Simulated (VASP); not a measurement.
# KI (P6_3/mmc) in VASP: a series of runs

The runs below take KI through single point, with PBE.

Everything below comes from runs of VASP 6.6.1. Logs are shortened: lines on timing, memory, paths and dates and some standing lists are left out, and cuts for length are marked.

## (1) The cell of the first run

Symmetry: P6_3/mmc, No. 194, hexagonal system. Conventional cell: a = 4.869 Å, b = 4.869 Å, c = 8.491 Å, α = 90.00°, β = 90.00°, γ = 120.00°. Within 4.6 Å of K (site symmetry -3m) lie 6 I at 3.52 Å and 2 K at 4.25 Å. I (site symmetry -6m2) has 6 K at 3.52 Å within 4.6 Å.

## (2) Single point, PBE (volume changed by -6%)

INCAR

```
SYSTEM = KI
  ALGO = Normal
  EDIFF = 1E-6
  ENCUT = 520
  GGA = PE
  ISIF = 2
  ISMEAR = 0
  LASPH = .TRUE.
  LCHARG = .TRUE.
  LELF = .TRUE.
  LREAL = .FALSE.
  LVHAR = .TRUE.
  LWAVE = .FALSE.
  NBANDS = 24
  NELM = 100
  PREC = Accurate
  SIGMA = 0.01
```

KPOINTS

```
k-points
0
G
  6 6 4
  0 0 0
```

POSCAR

```
KI
1.0
    4.8690808776      0.0000000000      0.0000000000
   -2.4345404388      4.2167477331      0.0000000000
    0.0000000000      0.0000000000      8.4913216674
K I
2 2
Direct
    0.0000000000      0.0000000000      0.0000000000
    0.0000000000      0.0000000000      0.5000000000
    0.3333333333      0.6666666667      0.2500000000
    0.6666666667      0.3333333333      0.7500000000
```

Potentials or basis: VASP PAW PBE potentials, release 64 (K_sv, I).

On the command line:

```sh
> cat potpaw_PBE.64/K_sv/POTCAR potpaw_PBE.64/I/POTCAR > POTCAR
> mpirun -np 1 vasp_std > vasp.out
```

OUTCAR:

```text
SYSTEM = KI
   EDIFF = 1E-6
   ENCUT = 520
   GGA = PE
   ISIF = 2
   ISMEAR = 0
   LASPH = .TRUE.
   LREAL = .FALSE.
   NELM = 100
   PREC = Accurate

 ion  position               nearest neighbor table
   1  0.000  0.000  0.000-   3 3.52   4 3.52   4 3.52   3 3.52   4 3.52   3 3.52
   2  0.000  0.000  0.500-   3 3.52   4 3.52   4 3.52   3 3.52   4 3.52   3 3.52
   3  0.333  0.667  0.250-   1 3.52   2 3.52   1 3.52   2 3.52   1 3.52   2 3.52
   4  0.667  0.333  0.750-   1 3.52   2 3.52   1 3.52   2 3.52   1 3.52   2 3.52

  LATTYP: Found a hexagonal cell.
 ALAT       =     4.8690808776
 C/A-ratio  =     1.7439270123

  Lattice vectors:

 A1 = (   4.8690808776,   0.0000000000,   0.0000000000)
 A2 = (  -2.4345404388,   4.2167477331,   0.0000000000)
 A3 = (   0.0000000000,   0.0000000000,   8.4913216674)

Analysis of symmetry for initial positions (statically):
=====================================================================
 Subroutine PRICEL returns:
 Original cell was already a primitive cell.

 Routine SETGRP: Setting up the symmetry group for a
 hexagonal supercell.

 Subroutine GETGRP returns: Found 24 space group operations
 (whereof 12 operations were pure point group operations)
 out of a pool of 24 trial point group operations.

The static configuration has the point symmetry D_3d.
 The point group associated with its full space group is D_6h.

Analysis of symmetry for dynamics (positions and initial velocities):
=====================================================================
 Subroutine PRICEL returns:
 Original cell was already a primitive cell.

 Routine SETGRP: Setting up the symmetry group for a
 hexagonal supercell.

 Subroutine GETGRP returns: Found 24 space group operations
 (whereof 12 operations were pure point group operations)
 out of a pool of 24 trial point group operations.

The dynamic configuration has the point symmetry D_3d.
 The point group associated with its full space group is D_6h.

 Subroutine INISYM returns: Found 24 space group operations
 (whereof 12 operations are pure point group operations),
 and found     1 'primitive' translations

----------------------------------------------------------------------------------------

                                     Primitive cell

  volume of cell :     174.3411

  direct lattice vectors                    reciprocal lattice vectors
     4.869080878  0.000000000  0.000000000     0.205377570  0.118574795  0.000000000
    -2.434540439  4.216747733  0.000000000     0.000000000  0.237149591  0.000000000
     0.000000000  0.000000000  8.491321667     0.000000000  0.000000000  0.117767297

  length of vectors
     4.869080878  4.869080878  8.491321667     0.237149591  0.237149591  0.117767297

  position of ions in fractional coordinates (direct lattice)
     0.000000000  0.000000000  0.000000000
     0.000000000  0.000000000  0.500000000
     0.333333333  0.666666667  0.250000000
     0.666666667  0.333333333  0.750000000

  ion indices of the primitive-cell ions
   primitive index   ion index
                 1           1
                 2           2
                 3           3
                 4           4

----------------------------------------------------------------------------------------

 KPOINTS: k-points

Automatic generation of k-mesh.
 Grid dimensions read from file:
 generate k-points for:    6    6    4

 Generating k-lattice:

  Cartesian coordinates                     Fractional coordinates (reciprocal lattice)
     0.034229595  0.019762466  0.000000000     0.166666667  0.000000000  0.000000000
     0.000000000  0.039524932  0.000000000     0.000000000  0.166666667  0.000000000
     0.000000000  0.000000000  0.029441824     0.000000000  0.000000000  0.250000000

  Length of vectors
     0.039524932  0.039524932  0.029441824

  Shift w.r.t. Gamma in fractional coordinates (k-lattice)
     0.000000000  0.000000000  0.000000000

 Subroutine IBZKPT returns following result:
 ===========================================

 Found     21 irreducible k-points:

 Following reciprocal coordinates:
            Coordinates               Weight
  0.000000  0.000000  0.000000      1.000000
  0.166667  0.000000  0.000000      6.000000
  0.333333  0.000000  0.000000      6.000000
  0.500000 -0.000000  0.000000      3.000000
  0.166667  0.166667  0.000000      6.000000
  0.333333  0.166667  0.000000     12.000000
[... 13 lines left out ...]
  0.333333  0.166667  0.500000     12.000000
  0.333333  0.333333  0.500000      2.000000
   k-points           NKPTS =     21   k-points in BZ     NKDIM =     21   number of bands    NBANDS=     24
   number of dos      NEDOS =    301   number of ions     NIONS =      4
   total plane-waves  NPLWV =  82944
   dimension x,y,z NGX =    36 NGY =   36 NGZ =   64
   dimension x,y,z NGXF=    72 NGYF=   72 NGZF=  128
   ions per type =               2   2
   NGX,Y,Z   is equivalent  to a cutoff of  12.29, 12.29, 12.53 a.u.
   NGXF,Y,Z  is equivalent  to a cutoff of  24.58, 24.58, 25.06 a.u.
 SYSTEM =  KI
   PREC   = accura    normal or accurate (medium, high low for compatibility)
   ISTART =      0    job   : 0-new  1-cont  2-samecut
   ICHARG =      2    charge: 1-file 2-atom 10-const
   ISPIN  =      1    spin polarized calculation?
   LNONCOLLINEAR =      F non collinear calculations
   LSORBIT =      F    spin-orbit coupling
   LASPH  =      T    aspherical Exc in radial PAW
   ENCUT  =  520.0 eV  38.22 Ry    6.18 a.u.   9.05  9.05 15.79*2*pi/ulx,y,z
   NELM   =    100;   NELMIN=  2; NELMDL= -5     # of ELM steps
   EDIFF  = 0.1E-05   stopping-criterion for ELM
   LREAL  =      F    real-space projection
   EDIFFG = 0.1E-04   stopping-criterion for IOM
   NSW    =      0    number of steps for IOM
   IBRION =     -1    ionic relax: 0-MD 1-quasi-New 2-CG
   NFREE  =      0    steps in history (QN), initial steepest desc. (CG)
   ISIF   =      2    stress and relaxation
   ISYM   =      2    0-nonsym 1-usesym 2-fastsym
   POTIM  = 0.5000    time-step for ionic-motion
   TEBEG  =    0.0;   TEEND  =   0.0 temperature during run
   PSTRESS=    0.0 pullay stress
   NELECT =      32.0000    total number of electrons
   NUPDOWN=      -1.0000    fix difference up-down
   EMIN   =  10.00;   EMAX   =-10.00  energy-range for DOS
   EFERMI =   0.00;   METHOD = LEGACY
   ISMEAR =     0;   SIGMA  =   0.01  broadening in eV -4-tet -1-fermi 0-gaus
   EFERMI_NEDOS =   21; number of points for ismear=-14 and -15
   IALGO  =     38    algorithm
   IMIX   =      4    mixing-type and parameters
     AMIX     =   0.40;   BMIX     =  1.00
     AMIX_MAG =   1.60;   BMIX_MAG =  1.00
  volume/ion in A,a.u.               =      43.59       294.13
  Fermi-wavevector in a.u.,A,eV,Ry     =   0.930375  1.758154 11.777179  0.865598
  Thomas-Fermi vector in A             =   2.056757
   LORBIT       =      0    0 simple, 1 ext, 2 COOP (PROOUT), +10 PAW based schemes
   GGA     = PE    functional components
   LHFCALC =     F    Hartree Fock is set to
   AEXX    =    0.0000 exact exchange contribution
   IVDW    =     0    specifies the selected vdW correction
   LEPSILON=     F    determine dielectric tensor
   LRPA    =     F    only Hartree local field effects (RPA)
 non-spin polarized calculation
 Gauss-broadening in eV      SIGMA  =   0.01
  energy-cutoff  :      520.00
  volume of cell :      174.34
 maximum number of plane-waves:      4731
   NGX = 19   NGY = 19   NGZ = 31

 number of electron      31.9999995 magnetization

 Free energy of the ion-electron system (eV)
  ---------------------------------------------------
  ext. energy  EPLUGINS =         0.00000000
  ---------------------------------------------------
  free energy    TOTEN  =       -11.02642254 eV

  energy without entropy =      -11.02642254  energy(sigma->0) =      -11.02642254

 E-fermi :  -0.2393     XC(G=0):  -7.2178

 val. band max:       -0.2838045562   @ k =   0.0000   0.0000   0.0000
 cond. band min:       3.6359456178   @ k =   0.0000   0.0000   0.0000
 fundamental gap:      3.9197501741
 Fermi energy:        -0.2393270862

 k-point     1 :       0.0000    0.0000    0.0000
  band No.  band energies     occupation
      1     -28.8925      2.00000
      2     -28.8868      2.00000
      3     -12.5772      2.00000
      4     -12.3825      2.00000
      5     -12.3825      2.00000
      6     -12.3682      2.00000
[... 16 lines left out ...]
     23       6.6070      0.00000
     24       7.5437      0.00000

 k-point     2 :       0.1667    0.0000    0.0000
  band No.  band energies     occupation
      1     -28.8920      2.00000
      2     -28.8864      2.00000
      3     -12.5524      2.00000
      4     -12.4193      2.00000
      5     -12.3857      2.00000
      6     -12.3800      2.00000
[... 16 lines left out ...]
     23       6.8042      0.00000
     24       7.1750      0.00000

 k-point     3 :       0.3333    0.0000    0.0000
  band No.  band energies     occupation
      1     -28.8910      2.00000
      2     -28.8855      2.00000
      3     -12.5173      2.00000
      4     -12.4683      2.00000
      5     -12.4033      2.00000
      6     -12.3922      2.00000
[... 16 lines left out ...]
     23       7.3352      0.00000
     24       7.8093      0.00000
[... 433 lines left out ...]
 k-point    20 :       0.3333    0.1667    0.5000
  band No.  band energies     occupation
      1     -28.8878      2.00000
      2     -28.8878      2.00000
      3     -12.4642      2.00000
      4     -12.4642      2.00000
      5     -12.4060      2.00000
      6     -12.4060      2.00000
[... 16 lines left out ...]
     23       7.6474      0.00000
     24       7.6474      0.00000

 k-point    21 :       0.3333    0.3333    0.5000
  band No.  band energies     occupation
      1     -28.8876      2.00000
      2     -28.8876      2.00000
      3     -12.4570      2.00000
      4     -12.4570      2.00000
      5     -12.4103      2.00000
      6     -12.4103      2.00000
[... 16 lines left out ...]
     23       7.2131      0.00000
     24       7.2131      0.00000

------------------------ aborting loop because EDIFF is reached ----------------------------------------

  FORCE on cell =-STRESS in cart. coord.  units (eV):
  Direction    XX          YY          ZZ          XY          YZ          ZX
  --------------------------------------------------------------------------------------
  -------------------------------------------------------------------------------------
  Total        0.8369581      0.8369581      0.9573736      0.0000000     -0.0000000     -0.0000000
  in kB        7.6915590      7.6915590      8.7981653      0.0000000     -0.0000000     -0.0000000
  external PRESSURE =       8.0604277 kB  Pullay stress =       0.0000000 kB

 VOLUME and BASIS-vectors are now :
 -----------------------------------------------------------------------------
  energy-cutoff  :      520.00
  volume of cell :      174.34
      direct lattice vectors                 reciprocal lattice vectors
     4.869080878  0.000000000  0.000000000     0.205377570  0.118574795  0.000000000
    -2.434540439  4.216747733  0.000000000     0.000000000  0.237149591  0.000000000
     0.000000000  0.000000000  8.491321667     0.000000000  0.000000000  0.117767297

 POSITION                                       TOTAL-FORCE (eV/Angst)
 -----------------------------------------------------------------------------------
      0.00000      0.00000      0.00000         0.000000      0.000000      0.000000
      0.00000      0.00000      4.24566         0.000000      0.000000      0.000000
     -0.00000      2.81117      2.12283        -0.000000      0.000000      0.000000
      2.43454      1.40558      6.36849         0.000000     -0.000000     -0.000000
 -----------------------------------------------------------------------------------
    total drift:                               -0.000000      0.000000     -0.000000

  FREE ENERGIE OF THE ION-ELECTRON SYSTEM (eV)
  ---------------------------------------------------
  free  energy   TOTEN  =       -11.0264225372 eV

  energy  without entropy=      -11.0264225372  energy(sigma->0) =      -11.02642254
```

Run time: 95 s. Hardware: 1 thread of Intel Xeon 6975P-C, shared host; peak memory 0.3 GiB.

What came out:

| Item | Value |
| --- | --- |
| Free energy | -11.0264 eV |
| Pressure | 0.8 GPa |
| Band gap on the k mesh | 3.92 eV, direct |

Stress tensor (GPa, compression positive):
```
0.77 0.00 0.00
0.00 0.77 0.00
0.00 0.00 0.88
```

Caveat: the cell differs from its parent crystal (volume changed by -6%); spin-orbit coupling is left out, which moves the levels of the heavy elements.

## (3) Single point, PBE

This run uses another cell than the first one, of 44.65 Å³/atom, 1.025 times its volume.

INCAR

```
SYSTEM = KI
PREC = Accurate ; ENCUT = 520
EDIFF = 1E-7 ; ISMEAR = 0
SIGMA = 0.01 ; LREAL = .False.
LASPH = .True. ; NELM = 60
ALGO = Normal ; ISIF = 2
LWAVE = .False. ; LCHARG = .False.
GGA = PE ; NBANDS = 24
```

KPOINTS

```
regular mesh
0
Gamma
  6 6 4
  0 0 0
```

POSCAR

```
KI
1.0
    4.9000107912      0.0000000000      0.0000000000
   -2.4500053956      4.2435338240      0.0000000000
    0.0000000000      0.0000000000      8.5899941413
K I
2 2
Direct
    0.0000000000      0.0000000000      0.0000000000
    0.0000000000      0.0000000000      0.5000000000
    0.3333333333      0.6666666667      0.2500000000
    0.6666666667      0.3333333333      0.7500000000
```

Potentials or basis: VASP PAW PBE potentials, release 64 (K_sv, I).

On the command line:

```sh
> cat potpaw_PBE.64/K_sv/POTCAR potpaw_PBE.64/I/POTCAR > POTCAR
> mpirun -np 1 vasp_std > vasp.out
```

OUTCAR:

```text
SYSTEM = KI
   PREC = Accurate
   ENCUT = 520
   EDIFF = 1E-7
   ISMEAR = 0
   LREAL = .False.
   LASPH = .True.
   NELM = 60
   ISIF = 2
   GGA = PE

 ion  position               nearest neighbor table
   1  0.000  0.000  0.000-   3 3.55   4 3.55   4 3.55   3 3.55   4 3.55   3 3.55
   2  0.000  0.000  0.500-   3 3.55   4 3.55   4 3.55   3 3.55   4 3.55   3 3.55
   3  0.333  0.667  0.250-   1 3.55   2 3.55   1 3.55   2 3.55   1 3.55   2 3.55
   4  0.667  0.333  0.750-   1 3.55   2 3.55   1 3.55   2 3.55   1 3.55   2 3.55

  LATTYP: Found a hexagonal cell.
 ALAT       =     4.9000107912
 C/A-ratio  =     1.7530561681

  Lattice vectors:

 A1 = (   4.9000107912,   0.0000000000,   0.0000000000)
 A2 = (  -2.4500053956,   4.2435338240,   0.0000000000)
 A3 = (   0.0000000000,   0.0000000000,   8.5899941413)

Analysis of symmetry for initial positions (statically):
=====================================================================
 Subroutine PRICEL returns:
 Original cell was already a primitive cell.

 Routine SETGRP: Setting up the symmetry group for a
 hexagonal supercell.

[... 165 lines left out ...]

  energy without entropy =      -11.04395107  energy(sigma->0) =      -11.04395107

 E-fermi :  -0.3254     XC(G=0):  -7.1234

 val. band max:       -0.4042365337   @ k =   0.0000   0.0000   0.0000
 cond. band min:       3.4504517427   @ k =   0.0000   0.0000   0.0000
 fundamental gap:      3.8546882764
 Fermi energy:        -0.3254341548

 k-point     1 :       0.0000    0.0000    0.0000
  band No.  band energies     occupation
      1     -29.0596      2.00000
      2     -29.0548      2.00000
      3     -12.7151      2.00000
      4     -12.5468      2.00000
      5     -12.5468      2.00000
      6     -12.5343      2.00000
[... 556 lines left out ...]
     23       7.0661      0.00000
     24       7.0661      0.00000

------------------------ aborting loop because EDIFF is reached ----------------------------------------

  FORCE on cell =-STRESS in cart. coord.  units (eV):
  Direction    XX          YY          ZZ          XY          YZ          ZX
  --------------------------------------------------------------------------------------
  -------------------------------------------------------------------------------------
  Total        0.5238678      0.5238678      0.5301145      0.0000000      0.0000000      0.0000000
  in kB        4.6991000      4.6991000      4.7551336      0.0000000      0.0000000      0.0000000
  external PRESSURE =       4.7177779 kB  Pullay stress =       0.0000000 kB

 VOLUME and BASIS-vectors are now :
 -----------------------------------------------------------------------------
  energy-cutoff  :      520.00
  volume of cell :      178.61
      direct lattice vectors                 reciprocal lattice vectors
     4.900010791  0.000000000  0.000000000     0.204081183  0.117826326  0.000000000
    -2.450005396  4.243533824  0.000000000     0.000000000  0.235652652  0.000000000
     0.000000000  0.000000000  8.589994141     0.000000000  0.000000000  0.116414515

 POSITION                                       TOTAL-FORCE (eV/Angst)
 -----------------------------------------------------------------------------------
      0.00000      0.00000      0.00000        -0.000000      0.000000      0.000000
      0.00000      0.00000      4.29500        -0.000000      0.000000      0.000000
     -0.00000      2.82902      2.14750         0.000000      0.000000     -0.000000
      2.45001      1.41451      6.44250        -0.000000     -0.000000      0.000000
 -----------------------------------------------------------------------------------
    total drift:                               -0.000000      0.000000     -0.000000

  FREE ENERGIE OF THE ION-ELECTRON SYSTEM (eV)
  ---------------------------------------------------
  free  energy   TOTEN  =       -11.0439510720 eV

  energy  without entropy=      -11.0439510720  energy(sigma->0) =      -11.04395107
```

OSZICAR:

```text
N       E                     dE             d eps       ncg     rms          rms(c)
DAV:   1     0.208029517222E+03    0.20803E+03   -0.12985E+04  1008   0.112E+03
DAV:   2     0.587244481492E+01   -0.20216E+03   -0.19190E+03  1216   0.270E+02
DAV:   3    -0.107269946901E+02   -0.16599E+02   -0.16541E+02  1680   0.665E+01
DAV:   4    -0.112026927662E+02   -0.47570E+00   -0.47460E+00  1488   0.112E+01
DAV:   5    -0.112173752312E+02   -0.14682E-01   -0.14682E-01  1496   0.137E+00    0.425E+00
DAV:   6    -0.110423478501E+02    0.17503E+00   -0.23823E-01  1264   0.226E+00    0.304E+00
DAV:   7    -0.110363205939E+02    0.60273E-02   -0.35429E-01  1248   0.240E+00    0.104E+00
DAV:   8    -0.110426922756E+02   -0.63717E-02   -0.50386E-02  1408   0.108E+00    0.157E-01
DAV:   9    -0.110431238742E+02   -0.43160E-03   -0.11548E-03  1336   0.168E-01    0.921E-02
DAV:  10    -0.110437874704E+02   -0.66360E-03   -0.69325E-04  1240   0.117E-01    0.524E-02
DAV:  11    -0.110439426553E+02   -0.15518E-03   -0.16158E-04  1472   0.633E-02    0.154E-02
DAV:  12    -0.110439470121E+02   -0.43567E-05   -0.20047E-05  1312   0.280E-02    0.214E-02
DAV:  13    -0.110439508964E+02   -0.38844E-05   -0.51992E-06  1272   0.145E-02    0.898E-03
DAV:  14    -0.110439507074E+02    0.18903E-06   -0.18616E-06  1032   0.640E-03    0.174E-03
DAV:  15    -0.110439508762E+02   -0.16879E-06   -0.77674E-08  1016   0.133E-03    0.216E-03
DAV:  16    -0.110439511027E+02   -0.22653E-06   -0.27271E-08   856   0.872E-04    0.279E-04
DAV:  17    -0.110439510720E+02    0.30694E-07   -0.10136E-08   760   0.483E-04
   1 F= -.11043951E+02 E0= -.11043951E+02  d E =-.841741E-31
```

Run time: 1.7 min. Hardware: 1 thread of Intel Xeon 6975P-C, shared host; peak memory 0.3 GiB.

What came out:

```yaml
Free_energy: -11.0440 eV
Pressure: 0.5 GPa
Band_gap_on_the_k_mesh: 3.85 eV, direct
```

Caveat: spin-orbit coupling is left out, which moves the levels of the heavy elements.

(Continued in part 2 of 2.)
